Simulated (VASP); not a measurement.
# AlN (vib) (F-43m) in VASP: notebook

The runs below take AlN (vib) through single point, relaxation of cell and atoms, with LDA.

Everything below comes from runs of VASP 6.6.1. Logs are shortened: lines on timing, memory, paths and dates and some standing lists are left out, and cuts for length are marked.

## (1) The cell of the first run

It takes space group F-43m (No. 216, cubic). The conventional cell has a = 4.368 Å, b = 4.368 Å, c = 4.368 Å, α = 90.00°, β = 90.00°, γ = 90.00°. Within 2.5 Å of Al (site symmetry -43m) lie 4 N at 1.89 Å. N (site symmetry -43m) has 4 Al at 1.89 Å within 2.5 Å.

## (2) Single point, LDA

Input file INCAR:

```
SYSTEM = AlN
PREC     = Accurate       ! precision mode
ENCUT    = 600            ! plane-wave cutoff, eV
EDIFF    = 1E-6           ! SCF threshold, eV
ISMEAR   = 0              ! smearing method
SIGMA    = 0.1            ! smearing width, eV
LREAL    = .False.        ! projectors in reciprocal space
LASPH    = .True.         ! aspherical terms in the spheres
NELM     = 120            ! most SCF steps
ALGO     = Normal         ! electronic algorithm
ISIF     = 2              ! what is computed and relaxed
LWAVE    = .False.        ! write WAVECAR
LCHARG   = .False.        ! write CHGCAR
GGA      = CA             ! functional
NBANDS   = 11             ! bands
GGA_COMPAT= .False.
```

Input file KPOINTS:

```
regular mesh
0
Gamma
  8 8 8
  0 0 0
```

Input file POSCAR:

```
AlN
1.0
    0.0000000000      2.1839935600      2.1839935600
    2.1839935600      0.0000000000      2.1839935600
    2.1839935600      2.1839935600      0.0000000000
Al N
1 1
Direct
    0.0000000000      0.0000000000      0.0000000000
    0.2500000000      0.2500000000      0.2500000000
```

Potentials or basis: VASP PAW LDA potentials, release 64 (Al, N).

Started as:

```
$ cat potpaw_LDA.64/Al/POTCAR potpaw_LDA.64/N/POTCAR > POTCAR
$ mpirun -np 1 vasp_std > vasp.out
```

OUTCAR:

```text
SYSTEM = AlN
   PREC = Accurate
   ENCUT = 600
   EDIFF = 1E-6
   ISMEAR = 0
   LREAL = .False.
   LASPH = .True.
   NELM = 120
   ISIF = 2
   GGA = CA

 ion  position               nearest neighbor table
   1  0.000  0.000  0.000-   2 1.89   2 1.89   2 1.89   2 1.89
   2  0.250  0.250  0.250-   1 1.89   1 1.89   1 1.89   1 1.89

  LATTYP: Found a face centered cubic cell.
 ALAT       =     4.3679871200

  Lattice vectors:

 A1 = (   0.0000000000,   2.1839935600,   2.1839935600)
 A2 = (   2.1839935600,   0.0000000000,   2.1839935600)
 A3 = (   2.1839935600,   2.1839935600,   0.0000000000)

Analysis of symmetry for initial positions (statically):
=====================================================================
 Subroutine PRICEL returns:
 Original cell was already a primitive cell.

 Routine SETGRP: Setting up the symmetry group for a
 face centered cubic supercell.

 Subroutine GETGRP returns: Found 24 space group operations
 (whereof 24 operations were pure point group operations)
 out of a pool of 48 trial point group operations.

The static configuration has the point symmetry T_d .

Analysis of symmetry for dynamics (positions and initial velocities):
=====================================================================
 Subroutine PRICEL returns:
 Original cell was already a primitive cell.

 Routine SETGRP: Setting up the symmetry group for a
 face centered cubic supercell.

 Subroutine GETGRP returns: Found 24 space group operations
 (whereof 24 operations were pure point group operations)
 out of a pool of 48 trial point group operations.

The dynamic configuration has the point symmetry T_d .

 Subroutine INISYM returns: Found 24 space group operations
 (whereof 24 operations are pure point group operations),
 and found     1 'primitive' translations

----------------------------------------------------------------------------------------

                                     Primitive cell

  volume of cell :      20.8345

  direct lattice vectors                    reciprocal lattice vectors
     0.000000000  2.183993560  2.183993560    -0.228938404  0.228938404  0.228938404
     2.183993560  0.000000000  2.183993560     0.228938404 -0.228938404  0.228938404
     2.183993560  2.183993560  0.000000000     0.228938404  0.228938404 -0.228938404

  length of vectors
     3.088633313  3.088633313  3.088633313     0.396532948  0.396532948  0.396532948

  position of ions in fractional coordinates (direct lattice)
     0.000000000  0.000000000  0.000000000
     0.250000000  0.250000000  0.250000000

  ion indices of the primitive-cell ions
   primitive index   ion index
                 1           1
                 2           2

----------------------------------------------------------------------------------------

 KPOINTS: regular mesh

Automatic generation of k-mesh.
 Grid dimensions read from file:
 generate k-points for:    8    8    8

 Generating k-lattice:

  Cartesian coordinates                     Fractional coordinates (reciprocal lattice)
    -0.028617301  0.028617301  0.028617301     0.125000000  0.000000000  0.000000000
     0.028617301 -0.028617301  0.028617301     0.000000000  0.125000000  0.000000000
     0.028617301  0.028617301 -0.028617301     0.000000000  0.000000000  0.125000000

  Length of vectors
     0.049566618  0.049566618  0.049566618

  Shift w.r.t. Gamma in fractional coordinates (k-lattice)
     0.000000000  0.000000000  0.000000000

 Subroutine IBZKPT returns following result:
 ===========================================

 Found     29 irreducible k-points:

 Following reciprocal coordinates:
            Coordinates               Weight
  0.000000  0.000000  0.000000      1.000000
  0.125000  0.000000  0.000000      8.000000
  0.250000  0.000000  0.000000      8.000000
  0.375000  0.000000  0.000000      8.000000
  0.500000  0.000000  0.000000      4.000000
  0.125000  0.125000  0.000000      6.000000
[... 16 lines left out ...]
  0.500000  0.250000  0.125000     48.000000
 -0.375000  0.250000  0.125000     24.000000
 [... further k-points ...]
   k-points           NKPTS =     29   k-points in BZ     NKDIM =     29   number of bands    NBANDS=     11
   number of dos      NEDOS =    301   number of ions     NIONS =      2
   total plane-waves  NPLWV =  21952
   dimension x,y,z NGX =    28 NGY =   28 NGZ =   28
   dimension x,y,z NGXF=    56 NGYF=   56 NGZF=   56
   ions per type =               1   1
   NGX,Y,Z   is equivalent  to a cutoff of  15.07, 15.07, 15.07 a.u.
   NGXF,Y,Z  is equivalent  to a cutoff of  30.14, 30.14, 30.14 a.u.
 SYSTEM =  AlN
   PREC   = accura    normal or accurate (medium, high low for compatibility)
   ISTART =      0    job   : 0-new  1-cont  2-samecut
   ICHARG =      2    charge: 1-file 2-atom 10-const
   ISPIN  =      1    spin polarized calculation?
   LNONCOLLINEAR =      F non collinear calculations
   LSORBIT =      F    spin-orbit coupling
   LASPH  =      T    aspherical Exc in radial PAW
   ENCUT  =  600.0 eV  44.10 Ry    6.64 a.u.   6.17  6.17  6.17*2*pi/ulx,y,z
   NELM   =    120;   NELMIN=  2; NELMDL= -5     # of ELM steps
   EDIFF  = 0.1E-05   stopping-criterion for ELM
   LREAL  =      F    real-space projection
   EDIFFG = 0.1E-04   stopping-criterion for IOM
   NSW    =      0    number of steps for IOM
   IBRION =     -1    ionic relax: 0-MD 1-quasi-New 2-CG
   NFREE  =      0    steps in history (QN), initial steepest desc. (CG)
   ISIF   =      2    stress and relaxation
   ISYM   =      2    0-nonsym 1-usesym 2-fastsym
   POTIM  = 0.5000    time-step for ionic-motion
   TEBEG  =    0.0;   TEEND  =   0.0 temperature during run
   PSTRESS=    0.0 pullay stress
   NELECT =       8.0000    total number of electrons
   NUPDOWN=      -1.0000    fix difference up-down
   EMIN   =  10.00;   EMAX   =-10.00  energy-range for DOS
   EFERMI =   0.00;   METHOD = LEGACY
   ISMEAR =     0;   SIGMA  =   0.10  broadening in eV -4-tet -1-fermi 0-gaus
   EFERMI_NEDOS =   21; number of points for ismear=-14 and -15
   IALGO  =     38    algorithm
   IMIX   =      4    mixing-type and parameters
     AMIX     =   0.40;   BMIX     =  1.00
     AMIX_MAG =   1.60;   BMIX_MAG =  1.00
  volume/ion in A,a.u.               =      10.42        70.30
  Fermi-wavevector in a.u.,A,eV,Ry     =   1.189899  2.248583 19.263943  1.415860
  Thomas-Fermi vector in A             =   2.325996
   LORBIT       =      0    0 simple, 1 ext, 2 COOP (PROOUT), +10 PAW based schemes
   GGA     = CA    functional components
   LHFCALC =     F    Hartree Fock is set to
   AEXX    =    0.0000 exact exchange contribution
   IVDW    =     0    specifies the selected vdW correction
   LEPSILON=     F    determine dielectric tensor
   LRPA    =     F    only Hartree local field effects (RPA)
 non-spin polarized calculation
 Gauss-broadening in eV      SIGMA  =   0.10
  energy-cutoff  :      600.00
  volume of cell :       20.83
 maximum number of plane-waves:       725
 NGX is ok and might be reduce to    28
   NGX = 13   NGY = 13   NGZ = 13

 number of electron       8.0000000 magnetization

 Free energy of the ion-electron system (eV)
  ---------------------------------------------------
  ext. energy  EPLUGINS =         0.00000000
  ---------------------------------------------------
  free energy    TOTEN  =       -16.37334236 eV

  energy without entropy =      -16.37334236  energy(sigma->0) =      -16.37334236

 E-fermi :   6.1919     XC(G=0): -11.2662

 val. band max:        5.7080256788   @ k =   0.0000   0.0000   0.0000
 cond. band min:       8.9311810373   @ k =   0.5000   0.5000   0.0000
 fundamental gap:      3.2231553584
 Fermi energy:         6.1919390196

 k-point     1 :       0.0000    0.0000    0.0000
  band No.  band energies     occupation
      1      -9.1154      2.00000
      2       5.7080      2.00000
      3       5.7080      2.00000
      4       5.7080      2.00000
      5       9.9427      0.00000
      6      18.0421      0.00000
      7      18.0421      0.00000
      8      18.0421      0.00000
      9      23.2320      0.00000
     10      23.2320      0.00000
     11      24.6162      0.00000

 k-point     2 :       0.1250    0.0000    0.0000
  band No.  band energies     occupation
      1      -8.8831      2.00000
      2       4.5345      2.00000
      3       5.6284      2.00000
      4       5.6284      2.00000
      5      10.8603      0.00000
      6      17.4805      0.00000
      7      18.2144      0.00000
      8      18.2144      0.00000
      9      21.6969      0.00000
     10      21.6969      0.00000
     11      23.5637      0.00000

 k-point     3 :       0.2500    0.0000    0.0000
  band No.  band energies     occupation
      1      -8.2434      2.00000
      2       2.4440      2.00000
      3       5.4493      2.00000
      4       5.4493      2.00000
      5      12.1331      0.00000
      6      16.5015      0.00000
      7      17.8316      0.00000
      8      17.8316      0.00000
      9      21.7971      0.00000
     10      21.7971      0.00000
     11      22.7589      0.00000

 k-point     4 :       0.3750    0.0000    0.0000
  band No.  band energies     occupation
      1      -7.4262      2.00000
      2       0.5948      2.00000
      3       5.2862      2.00000
      4       5.2862      2.00000
      5      12.8035      0.00000
      6      15.7612      0.00000
      7      17.0058      0.00000
      8      17.0058      0.00000
      9      23.0213      0.00000
     10      23.7887      0.00000
     11      23.7887      0.00000
[... 239 lines left out ...]
 k-point    22 :       0.3750    0.2500    0.1250
  band No.  band energies     occupation
      1      -7.7269      2.00000
      2       2.1418      2.00000
      3       4.2105      2.00000
      4       5.0984      2.00000
      5      12.4538      0.00000
      6      16.0833      0.00000
      7      16.3698      0.00000
      8      18.7887      0.00000
      9      20.1477      0.00000
     10      24.5974      0.00000
     11      27.1682      0.00000

 k-point    23 :       0.5000    0.2500    0.1250
  band No.  band energies     occupation
      1      -7.0191      2.00000
      2       1.0554      2.00000
      3       3.6139      2.00000
      4       4.7651      2.00000
      5      12.6580      0.00000
      6      15.2095      0.00000
      7      17.0598      0.00000
      8      18.4051      0.00000
      9      21.5222      0.00000
     10      25.0982      0.00000
     11      27.2847      0.00000

 k-point    24 :      -0.3750    0.2500    0.1250
  band No.  band energies     occupation
      1      -6.6632      2.00000
      2       0.5156      2.00000
      3       3.4605      2.00000
      4       4.5757      2.00000
      5      12.7026      0.00000
      6      14.8302      0.00000
      7      17.6979      0.00000
      8      18.2056      0.00000
      9      22.6356      0.00000
     10      24.2598      0.00000
     11      27.5229      0.00000

 [... further k-points ...]
[... 5 lines left out ...]
  --------------------------------------------------------------------------------------
  -------------------------------------------------------------------------------------
  Total       -0.4050124     -0.4050124     -0.4050124      0.0000000      0.0000000      0.0000000
  in kB      -31.1454657    -31.1454657    -31.1454657      0.0000000      0.0000000      0.0000000
  external PRESSURE =     -31.1454657 kB  Pullay stress =       0.0000000 kB

 VOLUME and BASIS-vectors are now :
 -----------------------------------------------------------------------------
  energy-cutoff  :      600.00
  volume of cell :       20.83
      direct lattice vectors                 reciprocal lattice vectors
     0.000000000  2.183993560  2.183993560    -0.228938404  0.228938404  0.228938404
     2.183993560  0.000000000  2.183993560     0.228938404 -0.228938404  0.228938404
     2.183993560  2.183993560  0.000000000     0.228938404  0.228938404 -0.228938404

 POSITION                                       TOTAL-FORCE (eV/Angst)
 -----------------------------------------------------------------------------------
      0.00000      0.00000      0.00000        -0.000000     -0.000000     -0.000000
      1.09200      1.09200      1.09200         0.000000      0.000000      0.000000
 -----------------------------------------------------------------------------------
    total drift:                               -0.000000     -0.000000     -0.000000

  FREE ENERGIE OF THE ION-ELECTRON SYSTEM (eV)
  ---------------------------------------------------
  free  energy   TOTEN  =       -16.3733423574 eV

  energy  without entropy=      -16.3733423574  energy(sigma->0) =      -16.37334236
```

It took 7.3 s on 1 thread of Intel Xeon 6975P-C, shared host; peak memory 0.14 GiB.

Results:

* Free energy: -16.3733 eV
* Pressure: -3.1 GPa
* Band gap on the k mesh: 3.22 eV, indirect (least direct gap 4.23 eV)

Levels at points of the mesh, in eV from the valence-band top:
```tsv
k point	band 2	band 3	band 4	band 5	band 6	band 7
(0.00, 0.00, 0.00)	0.00	0.00	0.00	4.23	12.33	12.33
(0.50, 0.00, 0.00)	-5.91	-0.49	-0.49	7.27	9.77	10.96
(0.50, 0.50, 0.00)	-4.96	-1.79	-1.79	3.22	8.41	13.75
```

A k mesh can miss the band edges. As with any semilocal functional, this LDA gap is likely too small.

[end of part 1 of 2]
